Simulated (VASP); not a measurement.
Here is a VASP 6.6.1 calculation.

Contents of POSCAR:

```
SnTe
1.0
    0.0000000000      3.6111460000      3.6111460000
    3.6111460000      0.0000000000      3.6111460000
    3.6111460000      3.6111460000      0.0000000000
Sn Te
1 1
Direct
    0.0000000000      0.0000000000      0.0000000000
    0.7513846020      0.7513846020      0.7486153980
```

File INCAR.step1:

```
SYSTEM = SnTe
  ALGO = Normal
  EDIFF = 1E-4
  ENCUT = 520
  GGA = PE
  ISMEAR = 0
  LASPH = .True.
  LCHARG = .False.
  LREAL = .False.
  LWAVE = .True.
  NBANDS = 17
  NELM = 100
  PREC = Accurate
  SIGMA = 0.01
```

File INCAR.step2:

```
SYSTEM = SnTe
  ALGO = Normal
  EDIFF = 1E-7
  ENCUT = 520
  ISIF = 2
  ISMEAR = 0
  ISTART = 1
  LASPH = .True.
  LCHARG = .True.
  LELF = .True.
  LMIXTAU = .True.
  LREAL = .False.
  LVHAR = .True.
  LWAVE = .False.
  METAGGA = R2SCAN
  NBANDS = 17
  NELM = 100
  PREC = Accurate
  SIGMA = 0.01
```

File KPOINTS:

```
k-points
0
Gamma
  4 4 4
  0 0 0
```

Potentials or basis: VASP PAW PBE potentials, release 64 (Sn_d, Te).

Launch:

```console
$ cat potpaw_PBE.64/Sn_d/POTCAR potpaw_PBE.64/Te/POTCAR > POTCAR
$ cp INCAR.step1 INCAR
$ mpirun -np 1 vasp_std > vasp.out
$ cp INCAR.step2 INCAR
$ mpirun -np 1 vasp_std > vasp.out
```

(1) Predict the largest force.

(2) Predict the band gap on the k mesh.

(3) Predict the pressure.

## Answers

(1) 0.024 eV/Å.

(2) 0.16 eV, indirect (least direct gap 0.90 eV).

(3) -0.7 GPa.

Caveat: the PAW data sets were made with another functional, which shifts forces and pressure a little; spin-orbit coupling is left out, which moves the levels of the heavy elements.
